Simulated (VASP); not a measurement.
Crystal: ScCo.

```
CELL_PARAMETERS angstrom
3.14500 0.00000 0.00000
0.00000 3.14500 0.00000
0.00000 0.00000 3.14500
ATOMIC_POSITIONS crystal
Co 0.00000 0.00000 0.00000
Sc 0.50000 0.50000 0.50000
```

Base run:

- Program: VASP 6.6.1
- Functional: LDA
- Potentials or basis: VASP PAW LDA potentials, release 64 (Co, Sc_sv)
- Cutoff: 520 eV
- k mesh: 10 × 10 × 10
- Occupations: fermi-dirac, width 0.1 eV
- Spin: collinear spin, ferromagnetic start
- Starting moments: [1.8, 0.0] μB
- Fixed moment: 1.8 μB

Its results: pressure -4.5 GPa; site moments Co +1.47; Sc +0.15 μB.

Problem. The run is repeated on the same cell with these changes: fixed moment from 1.8 μB to 0.67 μB; moments at the start from [1.8, 0.0] to [0.67, 0.0]. What comes out?

Solution. Pressure -10.3 GPa; site moments Co +0.72; Sc -0.06 μB.

Caveats: the cell stands under tension; the total moment is fixed, so each spin has its own Fermi level.
